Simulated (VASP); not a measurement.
# NaCl: single point with PBE

Crystal: NaCl.

```xyz
2
Lattice="0.0000 3.0694 3.1217 3.0694 0.0000 3.1217 3.0694 3.0694 0.0000" Properties=species:S:1:pos:R:3 pbc="T T T"
Na    0.0000    0.0000    0.0000
Cl    1.5347    1.5347    1.5608
```

This cell differs from its parent crystal: epitaxial xy strain -0.6%.

- Program: VASP 6.6.1
- Task: single point
- Functional: PBE
- Potentials or basis: VASP PAW PBE potentials, release 64 (Na_pv, Cl)
- Cutoff: 520 eV
- k mesh: 8 × 8 × 8
- Occupations: fermi-dirac, width 0.02 eV
- Spin: no spin polarisation

```
Pressure               : 0.7 GPa
Band gap on the k mesh : 4.94 eV, direct
```

Levels at points of the mesh, in eV from the valence-band top:
```tsv
k point	band 3	band 4	band 5	band 6	band 7	band 8	band 9	band 10	band 11	band 12
(0.00, 0.00, 0.00)	-20.60	-12.13	-0.02	0.00	0.00	4.94	11.20	11.24	11.24	12.88
(0.50, 0.00, 0.00)	-20.61	-11.98	-1.07	-0.11	-0.08	7.57	8.91	10.59	10.72	14.36
(0.50, 0.50, 0.00)	-20.61	-11.94	-0.99	-0.29	-0.29	7.03	9.12	10.50	13.23	13.23
(0.50, 0.00, 0.50)	-20.61	-11.93	-0.96	-0.32	-0.31	7.04	9.04	10.67	13.04	13.22
```

It used 140 s of CPU time on 1 thread of AMD EPYC 7R13 Processor (Zen 3), with other jobs on the host.

Caveat: the cell differs from its parent crystal (epitaxial xy strain -0.6%). A k mesh can miss the band edges.
